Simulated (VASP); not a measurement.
# PbSe (R3m) in VASP: notebook, part 2 of 2

VASP 6.6.1.

### Step 5. Single point, PBE (all Pb atoms moved +0.263 Å, as atom 1 along Cartesian [1 1 1])

Contents of INCAR:

```
PREC     = Accurate       # precision mode
ENCUT    = 520            # plane-wave cutoff, eV
EDIFF    = 1E-6           # SCF threshold, eV
ISMEAR   = 0              # smearing method
SIGMA    = 0.03           # smearing width, eV
LREAL    = False          # projectors in reciprocal space
LASPH    = True           # aspherical terms in the spheres
NELM     = 100            # most SCF steps
ALGO     = Normal         # electronic algorithm
ISIF     = 2              # what is computed and relaxed
LWAVE    = False          # write WAVECAR
LCHARG   = True           # write CHGCAR
GGA      = PE             # functional
LELF     = True           # ELF
LVHAR    = True         
NBANDS   = 17             # bands
```

Contents of KPOINTS:

```
regular mesh
0
Gamma
  10 10 10
```

Contents of POSCAR:

```
PbSe
1.0
    0.0000000000      3.0621500000      3.0621500000
    3.0621500000      0.0000000000      3.0621500000
    3.0621500000      3.0621500000      0.0000000000
Pb Se
1 1
Direct
    0.0247464111      0.0247464111      0.0247464111
    0.5000000000      0.5000000000      0.5000000000
```

On the command line:

```console
cat potpaw_PBE.64/Pb_d/POTCAR potpaw_PBE.64/Se/POTCAR > POTCAR
mpirun -np 1 vasp_std > vasp.out
```

Wall time 91 s (1 thread of Intel Xeon 8259CL, shared host); peak memory 0.26 GiB.

The run converged. Its results:

```yaml
Free_energy: -8.1453 eV
Pressure: 3.3 GPa
Largest_force: 0.327 eV/Å
Band_gap_on_the_k_mesh: 0.56 eV
```

Forces in eV/Å, atoms in the order of the input:
```
Pb  -0.189 -0.189 -0.189
Se   0.189  0.189  0.189
```

Stress tensor (GPa, compression positive):
```
3.33 0.11 0.11
0.11 3.33 0.11
0.11 0.11 3.33
```

Levels at points of the mesh, in eV from the valence-band top:
```csv
k point,band 7,band 8,band 9,band 10,band 11,band 12,band 13,band 14
"(0.00, 0.00, 0.00)",-6.15,-1.85,-1.85,-1.68,4.34,4.70,4.70,6.75
"(0.50, 0.00, 0.00)",-8.72,-1.60,-1.49,0.00,0.56,2.00,2.07,8.51
"(0.50, 0.50, 0.50)",-8.51,-1.49,-1.49,-0.45,0.89,1.86,1.86,8.37
"(0.50, 0.50, 0.00)",-7.40,-4.76,-3.20,-3.03,3.45,5.79,6.05,6.19
```

Caveat: the cell differs from its parent crystal (all Pb atoms moved +0.263 Å, as atom 1 along Cartesian [1 1 1]); the cell stands under pressure; spin-orbit coupling is left out, which moves the levels of the heavy elements. A k mesh can miss the band edges.

### Step 6. Single point, PBE (all Pb atoms moved +0.188 Å, as atom 1 along Cartesian [1 1 1])

Contents of INCAR:

```
SYSTEM = PbSe
PREC = Accurate
ENCUT = 520
EDIFF = 1E-6
ISMEAR = 0
SIGMA = 0.03
LREAL = .False.
LASPH = .True.
NELM = 60
ALGO = Normal
ISIF = 2
LWAVE = .False.
LCHARG = .False.
GGA = PE
NBANDS = 17
```

Contents of KPOINTS:

```
regular mesh
0
Gamma
  10 10 10
  0 0 0
```

POSCAR: that of step 5 with these lines changed.

```diff
@@ -8,3 +8,3 @@
 Direct
-    0.0247464111      0.0247464111      0.0247464111
+    0.0176760079      0.0176760079      0.0176760079
     0.5000000000      0.5000000000      0.5000000000
```

Potentials or basis: VASP PAW PBE potentials, release 64 (Pb_d, Se).

On the command line:

```console
cat potpaw_PBE.64/Pb_d/POTCAR potpaw_PBE.64/Se/POTCAR > POTCAR
mpirun -np 1 vasp_std > vasp.out
```

OUTCAR:

```text
SYSTEM = PbSe
   PREC = Accurate
   ENCUT = 520
   EDIFF = 1E-6
   ISMEAR = 0
   LREAL = .False.
   LASPH = .True.
   NELM = 60
   ISIF = 2
   GGA = PE

 ion  position               nearest neighbor table
   1  0.018  0.018  0.018-   2 2.96   2 2.96   2 2.96   2 3.17   2 3.17   2 3.17
   2  0.500  0.500  0.500-   1 2.96   1 2.96   1 2.96   1 3.17   1 3.17   1 3.17

  LATTYP: Found a face centered cubic cell.
 ALAT       =     6.1243000000

  Lattice vectors:

 A1 = (   0.0000000000,   3.0621500000,   3.0621500000)
 A2 = (   3.0621500000,   0.0000000000,   3.0621500000)
 A3 = (   3.0621500000,   3.0621500000,   0.0000000000)

Analysis of symmetry for initial positions (statically):
=====================================================================
 Subroutine PRICEL returns:
 Original cell was already a primitive cell.

 Routine SETGRP: Setting up the symmetry group for a
 face centered cubic supercell.

 Subroutine GETGRP returns: Found  6 space group operations
 (whereof  6 operations were pure point group operations)
 out of a pool of 48 trial point group operations.

The static configuration has the point symmetry C_3v.
[... 155 lines left out ...]
  ext. energy  EPLUGINS =         0.00000000
  ---------------------------------------------------
  free energy    TOTEN  =        -8.16421566 eV

  energy without entropy =       -8.16421566  energy(sigma->0) =       -8.16421566

 E-fermi :   5.1648     XC(G=0):  -9.5155

 val. band max:        4.9916460937   @ k =   0.5000   0.0000   0.0000
 cond. band min:       5.4514161855   @ k =   0.5000   0.0000   0.0000
 fundamental gap:      0.4597700918
 Fermi energy:         5.1648424429

 k-point     1 :       0.0000    0.0000    0.0000
  band No.  band energies     occupation
      1     -11.7658      2.00000
      2     -11.7628      2.00000
      3     -11.7628      2.00000
      4     -11.7618      2.00000
      5     -11.7618      2.00000
      6      -8.5710      2.00000
[... 457 lines left out ...]
      4     -11.7342      2.00000
      5     -11.7289      2.00000
      6      -7.5104      2.00000
[... 9 lines left out ...]
     16      15.3251      0.00000
     17      15.5812      0.00000

 [... further k-points ...]
[... 5 lines left out ...]
  --------------------------------------------------------------------------------------
  -------------------------------------------------------------------------------------
  Total        1.0159309      1.0159309      1.0159309      0.0286395      0.0286395      0.0286395
  in kB       28.3442754     28.3442754     28.3442754      0.7990366      0.7990366      0.7990366
  external PRESSURE =      28.3442754 kB  Pullay stress =       0.0000000 kB

 VOLUME and BASIS-vectors are now :
 -----------------------------------------------------------------------------
  energy-cutoff  :      520.00
  volume of cell :       57.43
      direct lattice vectors                 reciprocal lattice vectors
     0.000000000  3.062150000  3.062150000    -0.163283967  0.163283967  0.163283967
     3.062150000  0.000000000  3.062150000     0.163283967 -0.163283967  0.163283967
     3.062150000  3.062150000  0.000000000     0.163283967  0.163283967 -0.163283967

 POSITION                                       TOTAL-FORCE (eV/Angst)
 -----------------------------------------------------------------------------------
      0.10825      0.10825      0.10825        -0.107711     -0.107711     -0.107711
      3.06215      3.06215      3.06215         0.107711      0.107711      0.107711
 -----------------------------------------------------------------------------------
    total drift:                                0.000059      0.000059      0.000059

  FREE ENERGIE OF THE ION-ELECTRON SYSTEM (eV)
  ---------------------------------------------------
  free  energy   TOTEN  =        -8.1642156575 eV

  energy  without entropy=       -8.1642156575  energy(sigma->0) =       -8.16421566
```

stdout:

```text
POSCAR found type information on POSCAR PbSe
 POSCAR found :  2 types and       2 ions
 scaLAPACK will be used
 LDA part: xc-table for (Slater+PW92), standard interpolation
 POSCAR, INCAR and KPOINTS ok, starting setup
 FFT: planning ... GRIDC
 FFT: planning ... GRID_SOFT
 FFT: planning ... GRID
 WAVECAR not read
 entering main loop
```

It took 1.9 min on 1 thread of Intel Xeon 8259CL, shared host; peak memory 0.26 GiB.

What came out:

```
Free energy            : -8.1642 eV
Pressure               : 2.8 GPa
Largest force          : 0.187 eV/Å
Band gap on the k mesh : 0.46 eV
```

Forces in eV/Å, atoms in the order of the input:
```
Pb  -0.108 -0.108 -0.108
Se   0.108  0.108  0.108
```

Levels at points of the mesh, in eV from the valence-band top:
```
           k point  band 7  band 8  band 9  band 10  band 11  band 12  band 13  band 14
(0.00, 0.00, 0.00)   -6.22   -1.85   -1.85    -1.76     4.51     4.71     4.71     6.65
(0.50, 0.00, 0.00)   -8.74   -1.52   -1.47     0.00     0.46     1.87     1.91     8.54
(0.50, 0.50, 0.50)   -8.64   -1.47   -1.47    -0.29     0.69     1.80     1.80     8.45
(0.50, 0.50, 0.00)   -7.38   -4.85   -3.20    -3.11     3.57     5.71     5.87     6.12
```

Caveat: the cell differs from its parent crystal (all Pb atoms moved +0.188 Å, as atom 1 along Cartesian [1 1 1]); spin-orbit coupling is left out, which moves the levels of the heavy elements.

### Step 7. Overview

| cell | gap on the mesh (eV) | pressure (GPa) | largest force (eV/Å) |
| --- | --- | --- | --- |
| as given, atomic positions A | 0.61 | 3.6 | 0.41 |
| as given, atomic positions B | 0.51 | 3.1 | 0.25 |
| as given, atomic positions C | 0.41 | 2.7 | 0.13 |
| as given, atomic positions D | 0.56 | 3.3 | 0.33 |
| as given, atomic positions E | 0.46 | 2.8 | 0.19 |

Alike in all rows: task single point; level PBE; potentials or basis VASP PAW PBE potentials, release 64 (Pb_d, Se); no spin polarisation; k mesh 10 × 10 × 10; cutoff (eV) 520; smearing gaussian 0.03 eV.

Caveats: spin-orbit coupling is left out, which moves the levels of the heavy elements; the cell stands under pressure (at least some runs).

Absolute energies hang on the potentials; compare differences alone.
